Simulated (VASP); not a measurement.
Set up this calculation in VASP 6.6.1, as the native input.

* Task: relaxation of cell and atoms
* Functional: PBE
* Potentials or basis: VASP PAW PBE potentials, release 64 (Al, O)
* Cutoff: 600 eV
* k mesh: 12 × 12 × 12
* Occupations: gaussian, width 0.1 eV
* Spin: collinear spin, ferromagnetic start
* Starting moments: [0.0, 0.44, 0.44, 0.44, 0.44, 1.24] μB
* Dipole correction: no
* Further INCAR settings: ALGO = Fast; EDIFF = 1e-07; IBRION = 2; EDIFFG = -0.01; NSW = 100; ISIF = 3

The structure of AlO5 lies in POSCAR:

```
AlO5
1.0
    0.0000000000      2.9623329100      2.9623329100
    2.9623329100      0.0000000000      2.9623329100
    2.9623329100      2.9623329100      0.0000000000
Al O
1 5
Direct
    0.0000000000      0.0000000000      0.0000000000
    0.1250000000      0.6250000000      0.6250000000
    0.6250000000      0.6250000000      0.6250000000
    0.6250000000      0.1250000000      0.6250000000
    0.6250000000      0.6250000000      0.1250000000
    0.2500000000      0.2500000000      0.2500000000
```

The cell was built from a structure type or drawn by symmetry, and may not be a known phase.

The input as run:

INCAR

```
PREC = Accurate
ENCUT = 600
EDIFF = 1E-7
ISMEAR = 0
SIGMA = 0.1
LREAL = False
LASPH = True
NELM = 150
ALGO = Fast
ISIF = 3
LWAVE = False
LCHARG = False
ISPIN = 2
MAGMOM = 0 0.44 0.44 0.44 0.44 1.24
LORBIT = 11
GGA = PE
IBRION = 2
NSW = 100
EDIFFG = -0.01
```

KPOINTS

```
Automatic mesh
0
Gamma
  12 12 12
```

Potentials or basis: VASP PAW PBE potentials, release 64 (Al, O).

Run with:

```console
$ cat potpaw_PBE.64/Al/POTCAR potpaw_PBE.64/O/POTCAR > POTCAR
$ mpirun -np 1 vasp_std > vasp.out
```

It gave:

```
Relaxed volume                                        : 8.62 Å³/atom
Relaxed cell                                          : a = 4.183 Å, b = 4.183 Å, c = 4.183 Å, α = 60.00°, β = 60.00°, γ = 60.00°
Space group after relaxing (to 0.1 Å)                 : F-43m (No. 216)
Energy gained by relaxing                             : 0.1 meV/atom
Ionic steps                                           : 2
Pressure after relaxing                               : 0.1 GPa
Net moment                                            : 2.85 μB per cell
Site moments                                          : Al -0.06; O +0.41, +0.96 (each value once) μB
Valence electrons inside the program's atomic spheres : Al 0.43; O 4.71, 4.74 (each value once)
```

Wall time 12 min on 1 thread of Oxide Virtual Turin-like Processor, with other jobs on the host, peak memory 0.29 GiB.
